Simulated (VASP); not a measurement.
# Sb (I4/mmm) in VASP: notebook

Sb is run at these levels: PBE; tasks: single point.

All numbers are computed with VASP 6.6.1; they aren't measurements. Logs are shortened: lines on timing, memory, paths and dates and some standing lists are left out, and cuts for length are marked.

### Step 1. The cell of the first run

Symmetry: I4/mmm, No. 139, tetragonal system. The conventional cell has a = 3.010 Å, b = 3.010 Å, c = 4.960 Å, α = 90.00°, β = 90.00°, γ = 90.00°. Within 4.0 Å of Sb (site symmetry 4/mmm) lie 12 Sb at 3.01 to 3.27 Å.

### Step 2. Single point, PBE

Input file INCAR:

```
SYSTEM = Sb
ALGO = Normal
EDIFF = 1E-6
ENCUT = 520
GGA = PE
ISIF = 2
ISMEAR = -1
LASPH = .TRUE.
LCHARG = .TRUE.
LELF = .TRUE.
LREAL = .FALSE.
LVHAR = .TRUE.
LWAVE = .FALSE.
NBANDS = 8
NELM = 60
PREC = Accurate
SIGMA = 0.05
```

Input file KPOINTS:

```
k-points
0
G
  19 19 19
  0 0 0
```

Input file POSCAR:

```
Sb
1.0
   -1.5050000000      1.5050000000      2.4800000000
    1.5050000000     -1.5050000000      2.4800000000
    1.5050000000      1.5050000000     -2.4800000000
Sb
1
Direct
    0.0000000000      0.0000000000      0.0000000000
```

Potentials or basis: VASP PAW PBE potentials, release 64 (Sb).

Launch:

```
> cat potpaw_PBE.64/Sb/POTCAR > POTCAR
> mpirun -np 1 vasp_std > vasp.out
```

OUTCAR:

```text
SYSTEM = Sb
   EDIFF = 1E-6
   ENCUT = 520
   GGA = PE
   ISIF = 2
   ISMEAR = -1
   LASPH = .TRUE.
   LREAL = .FALSE.
   NELM = 60
   PREC = Accurate

 ion  position               nearest neighbor table
   1  0.000  0.000  0.000-

  LATTYP: Found a body centered tetragonal cell.
 ALAT       =     3.0100000000
 C/A-ratio  =     1.6478405316

  Lattice vectors:

 A1 = (  -1.5050000000,   1.5050000000,   2.4800000000)
 A2 = (   1.5050000000,  -1.5050000000,   2.4800000000)
 A3 = (   1.5050000000,   1.5050000000,  -2.4800000000)

Analysis of symmetry for initial positions (statically):
=====================================================================
 Subroutine PRICEL returns:
 Original cell was already a primitive cell.

 Routine SETGRP: Setting up the symmetry group for a
 body centered tetragonal supercell.

 Subroutine GETGRP returns: Found 16 space group operations
 (whereof 16 operations were pure point group operations)
 out of a pool of 16 trial point group operations.

The static configuration has the point symmetry D_4h.

Analysis of symmetry for dynamics (positions and initial velocities):
=====================================================================
 Subroutine PRICEL returns:
 Original cell was already a primitive cell.

 Routine SETGRP: Setting up the symmetry group for a
 body centered tetragonal supercell.

 Subroutine GETGRP returns: Found 16 space group operations
 (whereof 16 operations were pure point group operations)
 out of a pool of 16 trial point group operations.

The dynamic configuration has the point symmetry D_4h.

 Subroutine INISYM returns: Found 16 space group operations
 (whereof 16 operations are pure point group operations),
 and found     1 'primitive' translations

----------------------------------------------------------------------------------------

                                     Primitive cell

  volume of cell :      22.4690

  direct lattice vectors                    reciprocal lattice vectors
    -1.505000000  1.505000000  2.480000000     0.000000000  0.332225914  0.201612903
     1.505000000 -1.505000000  2.480000000     0.332225914  0.000000000  0.201612903
     1.505000000  1.505000000 -2.480000000     0.332225914  0.332225914  0.000000000

  length of vectors
     3.268095776  3.268095776  3.268095776     0.388615260  0.388615260  0.469838393

  position of ions in fractional coordinates (direct lattice)
     0.000000000  0.000000000  0.000000000

  ion indices of the primitive-cell ions
[... 70 lines left out ...]
   LSORBIT =      F    spin-orbit coupling
   LASPH  =      T    aspherical Exc in radial PAW
   ENCUT  =  520.0 eV  38.22 Ry    6.18 a.u.   6.08  6.08  6.08*2*pi/ulx,y,z
   NELM   =     60;   NELMIN=  2; NELMDL= -5     # of ELM steps
   EDIFF  = 0.1E-05   stopping-criterion for ELM
   LREAL  =      F    real-space projection
   EDIFFG = 0.1E-04   stopping-criterion for IOM
   NSW    =      0    number of steps for IOM
   IBRION =     -1    ionic relax: 0-MD 1-quasi-New 2-CG
   NFREE  =      0    steps in history (QN), initial steepest desc. (CG)
   ISIF   =      2    stress and relaxation
   ISYM   =      2    0-nonsym 1-usesym 2-fastsym
   POTIM  = 0.5000    time-step for ionic-motion
   TEBEG  =    0.0;   TEEND  =   0.0 temperature during run
   PSTRESS=    0.0 pullay stress
   NELECT =       5.0000    total number of electrons
   NUPDOWN=      -1.0000    fix difference up-down
   EMIN   =  10.00;   EMAX   =-10.00  energy-range for DOS
   EFERMI =   0.00;   METHOD = LEGACY
   ISMEAR =    -1;   SIGMA  =   0.05  broadening in eV -4-tet -1-fermi 0-gaus
   EFERMI_NEDOS =   21; number of points for ismear=-14 and -15
   IALGO  =     38    algorithm
   IMIX   =      4    mixing-type and parameters
     AMIX     =   0.40;   BMIX     =  1.00
     AMIX_MAG =   1.60;   BMIX_MAG =  1.00
  volume/ion in A,a.u.               =      22.47       151.63
  Fermi-wavevector in a.u.,A,eV,Ry     =   0.992057  1.874716 13.390541  0.984177
  Thomas-Fermi vector in A             =   2.123842
   LORBIT       =      0    0 simple, 1 ext, 2 COOP (PROOUT), +10 PAW based schemes
   GGA     = PE    functional components
   LHFCALC =     F    Hartree Fock is set to
   AEXX    =    0.0000 exact exchange contribution
   IVDW    =     0    specifies the selected vdW correction
   LEPSILON=     F    determine dielectric tensor
   LRPA    =     F    only Hartree local field effects (RPA)
 non-spin polarized calculation
  energy-cutoff  :      520.00
  volume of cell :       22.47
 maximum number of plane-waves:       630
   NGX = 13   NGY = 13   NGZ = 13

 number of electron       5.0000000 magnetization

 Free energy of the ion-electron system (eV)
  ---------------------------------------------------
  ext. energy  EPLUGINS =         0.00000000
  ---------------------------------------------------
  free energy    TOTEN  =        -3.58749619 eV

  energy without entropy =       -3.58316988  energy(sigma->0) =       -3.58533303

 E-fermi :  11.1504     XC(G=0): -11.0391

 val. band max:       11.1194340962   @ k =  -0.2105  -0.3684   0.1579
 cond. band min:      11.1520927720   @ k =   0.4737   0.3158   0.1053
 fundamental gap:      0.0326586757
 Fermi energy:        11.1503766541

 k-point     1 :       0.0000    0.0000    0.0000
  band No.  band energies     occupation
      1      -3.4165      2.00000
      2      17.6082      0.00000
      3      17.8766      0.00000
      4      17.8766      0.00000
      5      21.2012      0.00000
      6      21.5380      0.00000
      7      22.2375      0.00000
      8      22.2375      0.00000
[... 243 lines left out ...]
 k-point    24 :      -0.2632    0.0526   -0.0000
  band No.  band energies     occupation
      1      -1.8963      2.00000
      2      10.4642      2.00000
      3      14.9767      0.00000
      4      17.2082      0.00000
      5      19.4454      0.00000
      6      21.4507      0.00000
      7      22.9745      0.00000
      8      23.6439      0.00000

 [... further k-points ...]
[... 5 lines left out ...]
  --------------------------------------------------------------------------------------
  -------------------------------------------------------------------------------------
  Total        2.8038946      2.8038946      2.4757165      0.0000000      0.0000000      0.0000000
  in kB      199.9344298    199.9344298    176.5333708      0.0000000      0.0000000      0.0000000
  external PRESSURE =     192.1340768 kB  Pullay stress =       0.0000000 kB

 VOLUME and BASIS-vectors are now :
 -----------------------------------------------------------------------------
  energy-cutoff  :      520.00
  volume of cell :       22.47
      direct lattice vectors                 reciprocal lattice vectors
    -1.505000000  1.505000000  2.480000000     0.000000000  0.332225914  0.201612903
     1.505000000 -1.505000000  2.480000000     0.332225914  0.000000000  0.201612903
     1.505000000  1.505000000 -2.480000000     0.332225914  0.332225914  0.000000000

 POSITION                                       TOTAL-FORCE (eV/Angst)
 -----------------------------------------------------------------------------------
      0.00000      0.00000      0.00000         0.000000      0.000000     -0.000000
 -----------------------------------------------------------------------------------
    total drift:                                0.000000      0.000000      0.000000

  FREE ENERGIE OF THE ION-ELECTRON SYSTEM (eV)
  ---------------------------------------------------
  free  energy   TOTEN  =        -3.5874961851 eV

  energy  without entropy=       -3.5831698849  energy(sigma->0) =       -3.58533303
```

OSZICAR:

```text
N       E                     dE             d eps       ncg     rms          rms(c)
DAV:   1     0.596187794489E+01    0.59619E+01   -0.17434E+03  8936   0.418E+02
DAV:   2    -0.349939859363E+01   -0.94613E+01   -0.90494E+01 12416   0.552E+01
DAV:   3    -0.359428551628E+01   -0.94887E-01   -0.94530E-01 10656   0.619E+00
DAV:   4    -0.359452755468E+01   -0.24204E-03   -0.24204E-03 13664   0.380E-01
DAV:   5    -0.359452798789E+01   -0.43321E-06   -0.43338E-06 11048   0.101E-02    0.246E+00
DAV:   6    -0.359012049472E+01    0.44075E-02   -0.78646E-04 12272   0.158E-01    0.145E+00
DAV:   7    -0.358749997076E+01    0.26205E-02   -0.18620E-03 10368   0.240E-01    0.395E-02
DAV:   8    -0.358749592988E+01    0.40409E-05   -0.49917E-05 13232   0.514E-02    0.642E-03
DAV:   9    -0.358749618511E+01   -0.25523E-06   -0.75250E-07 10304   0.648E-03
   1 F= -.35874962E+01 E0= -.35853330E+01  d E =-.432630E-02
```

stdout:

```text
POSCAR found type information on POSCAR Sb
 POSCAR found :  1 types and       1 ions
 scaLAPACK will be used
 LDA part: xc-table for (Slater+PW92), standard interpolation
 POSCAR, INCAR and KPOINTS ok, starting setup
 FFT: planning ... GRIDC
 FFT: planning ... GRID_SOFT
 FFT: planning ... GRID
 WAVECAR not read
 entering main loop
```

It took 63 s on 1 thread of Intel Xeon 8259CL, shared host; peak memory 0.22 GiB.

Results:

* Free energy: -3.5875 eV
* Pressure: 19.2 GPa

Stress tensor (GPa, compression positive):
```
19.99  0.00  0.00
 0.00 19.99  0.00
 0.00  0.00 17.65
```

Levels at points of the mesh, in eV from the Fermi level:
| k point | band 1 | band 2 | band 3 | band 4 | band 5 |
| --- | --- | --- | --- | --- | --- |
| (0.00, 0.00, 0.00) | -14.57 | 6.46 | 6.73 | 6.73 | 10.05 |

Caveat: spin-orbit coupling is left out, which moves the levels of the heavy elements.

### Step 3. Single point, PBE (volume scaled by 1.025)

Input file INCAR:

```
SYSTEM = Sb
  ALGO = Normal
  EDIFF = 1E-6
  ENCUT = 520
  GGA = PE
  ISIF = 2
  ISMEAR = -1
  LASPH = .TRUE.
  LCHARG = .FALSE.
  LREAL = .FALSE.
  LWAVE = .FALSE.
  NBANDS = 8
  NELM = 80
  PREC = Accurate
  SIGMA = 0.05
```

KPOINTS is that of step 2.

Input file POSCAR:

```
Sb
1.0
   -1.5174385806      1.5174385806      2.5004967973
    1.5174385806     -1.5174385806      2.5004967973
    1.5174385806      1.5174385806     -2.5004967973
Sb
1
Direct
    0.0000000000      0.0000000000      0.0000000000
```

Potentials or basis: VASP PAW PBE potentials, release 64 (Sb).

Launch:

```
> cat potpaw_PBE.64/Sb/POTCAR > POTCAR
> mpirun -np 1 vasp_std > vasp.out
```

OUTCAR:

```text
SYSTEM = Sb
   EDIFF = 1E-6
   ENCUT = 520
   GGA = PE
   ISIF = 2
   ISMEAR = -1
   LASPH = .TRUE.
   LREAL = .FALSE.
   NELM = 80
   PREC = Accurate

 ion  position               nearest neighbor table
   1  0.000  0.000  0.000-

  LATTYP: Found a body centered tetragonal cell.
 ALAT       =     3.0348771612
 C/A-ratio  =     1.6478405316

  Lattice vectors:

 A1 = (  -1.5174385806,   1.5174385806,   2.5004967973)
 A2 = (   1.5174385806,  -1.5174385806,   2.5004967973)
 A3 = (   1.5174385806,   1.5174385806,  -2.5004967973)

Analysis of symmetry for initial positions (statically):
=====================================================================
 Subroutine PRICEL returns:
 Original cell was already a primitive cell.

 Routine SETGRP: Setting up the symmetry group for a
 body centered tetragonal supercell.

 Subroutine GETGRP returns: Found 16 space group operations
 (whereof 16 operations were pure point group operations)
 out of a pool of 16 trial point group operations.

The static configuration has the point symmetry D_4h.

Analysis of symmetry for dynamics (positions and initial velocities):
=====================================================================
 Subroutine PRICEL returns:
 Original cell was already a primitive cell.

 Routine SETGRP: Setting up the symmetry group for a
 body centered tetragonal supercell.

 Subroutine GETGRP returns: Found 16 space group operations
 (whereof 16 operations were pure point group operations)
 out of a pool of 16 trial point group operations.

The dynamic configuration has the point symmetry D_4h.

 Subroutine INISYM returns: Found 16 space group operations
 (whereof 16 operations are pure point group operations),
 and found     1 'primitive' translations

----------------------------------------------------------------------------------------

                                     Primitive cell

  volume of cell :      23.0308

  direct lattice vectors                    reciprocal lattice vectors
[... 102 lines left out ...]
   IALGO  =     38    algorithm
   IMIX   =      4    mixing-type and parameters
     AMIX     =   0.40;   BMIX     =  1.00
     AMIX_MAG =   1.60;   BMIX_MAG =  1.00
  volume/ion in A,a.u.               =      23.03       155.42
  Fermi-wavevector in a.u.,A,eV,Ry     =   0.983925  1.859349 13.171914  0.968108
  Thomas-Fermi vector in A             =   2.115119
   LORBIT       =      0    0 simple, 1 ext, 2 COOP (PROOUT), +10 PAW based schemes
   GGA     = PE    functional components
   LHFCALC =     F    Hartree Fock is set to
   AEXX    =    0.0000 exact exchange contribution
   IVDW    =     0    specifies the selected vdW correction
   LEPSILON=     F    determine dielectric tensor
   LRPA    =     F    only Hartree local field effects (RPA)
 non-spin polarized calculation
  energy-cutoff  :      520.00
  volume of cell :       23.03
 maximum number of plane-waves:       638
 NGX is ok and might be reduce to    28
   NGX = 13   NGY = 13   NGZ = 13

 number of electron       5.0000000 magnetization

 Free energy of the ion-electron system (eV)
  ---------------------------------------------------
  ext. energy  EPLUGINS =         0.00000000
  ---------------------------------------------------
  free energy    TOTEN  =        -3.64900627 eV

  energy without entropy =       -3.64443089  energy(sigma->0) =       -3.64671858

 E-fermi :  10.7723     XC(G=0): -10.9259

 val. band max:       10.7555692840   @ k =  -0.2105  -0.3684   0.1579
 cond. band min:      10.7839326102   @ k =  -0.1579  -0.2632   0.1053
 fundamental gap:      0.0283633262
 Fermi energy:        10.7723118396

 k-point     1 :       0.0000    0.0000    0.0000
  band No.  band energies     occupation
      1      -3.5591      2.00000
      2      17.0037      0.00000
      3      17.3003      0.00000
      4      17.3003      0.00000
      5      20.7303      0.00000
      6      21.1786      0.00000
      7      21.7728      0.00000
      8      21.7728      0.00000
[... 243 lines left out ...]
 k-point    24 :      -0.2632    0.0526    0.0000
  band No.  band energies     occupation
      1      -2.0730      2.00000
      2      10.0774      2.00000
      3      14.4946      0.00000
      4      16.6616      0.00000
      5      18.9763      0.00000
      6      21.0108      0.00000
      7      22.4809      0.00000
      8      23.1616      0.00000

 [... further k-points ...]
[... 5 lines left out ...]
  --------------------------------------------------------------------------------------
  -------------------------------------------------------------------------------------
  Total        2.3804824      2.3804824      2.1187110      0.0000000     -0.0000000      0.0000000
  in kB      165.6025468    165.6025468    147.3919476      0.0000000     -0.0000000      0.0000000
  external PRESSURE =     159.5323471 kB  Pullay stress =       0.0000000 kB

 VOLUME and BASIS-vectors are now :
 -----------------------------------------------------------------------------
  energy-cutoff  :      520.00
  volume of cell :       23.03
      direct lattice vectors                 reciprocal lattice vectors
    -1.517438581  1.517438581  2.500496797     0.000000000  0.329502628  0.199960264
     1.517438581 -1.517438581  2.500496797     0.329502628  0.000000000  0.199960264
     1.517438581  1.517438581 -2.500496797     0.329502628  0.329502628  0.000000000

 POSITION                                       TOTAL-FORCE (eV/Angst)
 -----------------------------------------------------------------------------------
      0.00000      0.00000      0.00000         0.000000      0.000000     -0.000000
 -----------------------------------------------------------------------------------
    total drift:                                0.000000      0.000000      0.000000

  FREE ENERGIE OF THE ION-ELECTRON SYSTEM (eV)
  ---------------------------------------------------
  free  energy   TOTEN  =        -3.6490062710 eV

  energy  without entropy=       -3.6444308868  energy(sigma->0) =       -3.64671858
```

OSZICAR:

```text
N       E                     dE             d eps       ncg     rms          rms(c)
DAV:   1     0.538786002883E+01    0.53879E+01   -0.17465E+03  8952   0.419E+02
DAV:   2    -0.356751525481E+01   -0.89554E+01   -0.85971E+01 12272   0.548E+01
DAV:   3    -0.365516344000E+01   -0.87648E-01   -0.87493E-01 10896   0.609E+00
DAV:   4    -0.365537829676E+01   -0.21486E-03   -0.21485E-03 13472   0.357E-01
DAV:   5    -0.365537873568E+01   -0.43892E-06   -0.43955E-06 11488   0.101E-02    0.235E+00
DAV:   6    -0.365137812438E+01    0.40006E-02   -0.89366E-04 12080   0.166E-01    0.138E+00
DAV:   7    -0.364900831173E+01    0.23698E-02   -0.20819E-03 10472   0.251E-01    0.408E-02
DAV:   8    -0.364900593781E+01    0.23739E-05   -0.49965E-05 13056   0.522E-02    0.634E-03
DAV:   9    -0.364900627100E+01   -0.33319E-06   -0.71105E-07 10808   0.638E-03
   1 F= -.36490063E+01 E0= -.36467186E+01  d E =-.457538E-02
```

stdout:

```text
POSCAR found type information on POSCAR Sb
 POSCAR found :  1 types and       1 ions
 scaLAPACK will be used
 LDA part: xc-table for (Slater+PW92), standard interpolation
 POSCAR, INCAR and KPOINTS ok, starting setup
 FFT: planning ... GRIDC
 FFT: planning ... GRID_SOFT
 FFT: planning ... GRID
 WAVECAR not read
 entering main loop
```

Run time: 2.1 min. Hardware: 1 thread of Intel Xeon 8259CL, shared host; peak memory 0.24 GiB.

What came out:

```yaml
Free_energy: -3.6490 eV
Pressure: 16.0 GPa
```

Caveat: spin-orbit coupling is left out, which moves the levels of the heavy elements.

[end of part 1 of 2]
